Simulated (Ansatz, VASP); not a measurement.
# Two plane-wave programs on TaN

POSCAR

```
TaN
1.0
    0.0000000000      2.1790013100      2.1790013100
    2.1790013100      0.0000000000      2.1790013100
    2.1790013100      2.1790013100      0.0000000000
Ta N
1 1
Direct
    0.5000000000      0.5000000000      0.5000000000
    0.0000000000      0.0000000000      0.0000000000
```

The input INCAR.step1:

```
  PREC = Accurate
  ENCUT = 1460
  ISMEAR = 0
  SIGMA = 0.05
  LREAL = False
  LASPH = True
  NELM = 200
  ISPIN = 2
  MAGMOM = 0 0
  LMAXMIX = 4
  LDAU = True
  LDAUTYPE = 2
  LDAUL = 2 -1
  LDAUU = 1 0
  LDAUJ = 0 0
  NBANDS = 20
  GGA = PE
  ALGO = Normal
  EDIFF = 1E-5
  LWAVE = True
  LCHARG = False
  GGA_COMPAT = False
```

Contents of INCAR.step2:

```
  PREC = Accurate
  ENCUT = 1460
  EDIFF = 1E-6
  ISMEAR = 0
  SIGMA = 0.05
  LREAL = False
  LASPH = True
  NELM = 200
  ALGO = Normal
  ISIF = 2
  LWAVE = False
  LCHARG = False
  ISPIN = 2
  MAGMOM = 0 0
  LORBIT = 11
  LMAXMIX = 4
  LDAU = True
  LDAUTYPE = 2
  LDAUL = 2 -1
  LDAUU = 1 0
  LDAUJ = 0 0
  LDAUPRINT = 1
  METAGGA = R2SCAN
  LMIXTAU = True
  NBANDS = 20
  ISTART = 1
  GGA_COMPAT = False
```

KPOINTS

```
regular mesh
0
Gamma
  7 7 7
```

Input for Ansatz:

```yaml
crystal:
  lattice:
    - [0.0, 2.17900131, 2.17900131]
    - [2.17900131, 0.0, 2.17900131]
    - [2.17900131, 2.17900131, 0.0]
  atoms:
    - { symbol: Ta, position: [0.5, 0.5, 0.5], spin: 2.0 }
    - { symbol: "N", position: [0.0, 0.0, 0.0] }
basis:
  ecutwfc: 500
  ecutrho_ratio: 4
kpoints:
  mp_grid: { grid: [7, 7, 7] }
hamiltonian:
  xc: r2scan
  hubbard:
    sites:
      - { site: 0, l: d, u_eff: 1.0, starting_ns: [{ spin: up, occupation_matrix: s0up }, { spin: down, occupation_matrix: s0down }] }
    occupation_matrices:
      s0up:
        matrix:
          - [0.11139, -0.05011, 0.26269, 0.03138, 0.07726]
          - [-0.05011, 0.9104, 0.07184, -0.032, -0.21065]
          - [0.26269, 0.07184, 0.82905, 0.08648, 0.17996]
          - [0.03138, -0.032, 0.08648, 0.03102, 0.02941]
          - [0.07726, -0.21065, 0.17996, 0.02941, 0.11813]
      s0down:
        matrix:
          - [0.02, 0.0, 0.0, 0.0, 0.0]
          - [0.0, 0.02, 0.0, 0.0, 0.0]
          - [0.0, 0.0, 0.02, 0.0, 0.0]
          - [0.0, 0.0, 0.0, 0.02, 0.0]
          - [0.0, 0.0, 0.0, 0.0, 0.02]
    ns_hold: { iters: 12 }
scf:
  occupations: { method: gaussian, width: 0.05 }
  lower_state_search: "off"
  max_iter: 150
output:
  forces: true
  stress: true
  eigenvalues: true
  populations: true
  hubbard: { sites: [{ site: 0, l: d }] }
magnetization:
  spin_polarized: true
```

Alike in both runs: task single point; functional r2SCAN; k mesh 7 × 7 × 7; occupations gaussian, width 0.05 eV; collinear spin; Hubbard terms Ta d U = 1.0 eV.

```csv
,VASP,Ansatz
version,VASP 6.6.1,Ansatz 0.2.0
potentials or method,"VASP PAW PBE potentials, release 64 (Ta_sv_GW, N_h), cutoff 1460 eV","scalar-relativistic, plane waves, PAW"
valence electrons in the cell,18,18
```

VASP gave:

| Item | Value |
| --- | --- |
| gap on the k mesh at the Fermi level (eV) | none |
| pressure (GPa) | 12.5 |

Task: What did Ansatz give for the same quantities?

Result: gap on the k mesh at the Fermi level (eV): none; pressure (GPa): 10.4.

VASP's potentials were made for PBE, not for r2SCAN. The programs project onto different local orbitals, so the same U acts differently, and such runs can settle in different states. A gap of «none» marks a metal or a gap that the smearing closes. Ansatz's warnings: filled band counts differ across k points, seeded moment not kept, specified occupation not kept, stability check not made, symmetry narrowed by occupation matrices.

Spin-orbit coupling is off throughout.
